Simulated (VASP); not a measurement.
A run of VASP 6.6.1 is set up as follows.

File INCAR:

```
  PREC = Accurate
  ENCUT = 520
  EDIFF = 1E-7
  ISMEAR = 0
  SIGMA = 0.05
  LREAL = F
  LASPH = T
  NELM = 80
  ALGO = Normal
  ISIF = 2
  LWAVE = F
  LCHARG = F
  NBANDS = 8
```

File KPOINTS:

```
Automatic mesh
0
Gamma
  10 10 10
```

Contents of POSCAR:

```
H
1.0
   -1.7147090548      1.7147090548      2.0032087376
    1.7147090548     -1.7147090548      2.0032087376
    1.7147090548      1.7147090548     -2.0032087376
H
2
Direct
    0.9098622900      0.9098622900      0.0000000000
    0.0901377100      0.0901377100      0.0000000000
```

Potentials or basis: VASP PAW LDA potentials, release 64 (H).

Launch:

```console
$ cat potpaw_LDA.64/H/POTCAR > POTCAR
$ mpirun -np 1 vasp_std > vasp.out
```

Q: What does it give for the pressure?

A: 2.0 GPa.

Q: Estimate the largest force.

A: 1.760 eV/Å.

Q: Predict the band gap on the k mesh.

A: 8.47 eV (least direct gap 9.34 eV).

Stress tensor (GPa, compression positive):
```
-0.88  0.00  0.00
 0.00 -0.88  0.00
 0.00  0.00  7.79
```

Caveat: forces of over 1 eV/Å act on the atoms, so gaps and moduli don't describe the material at rest. A k mesh can miss the band edges.
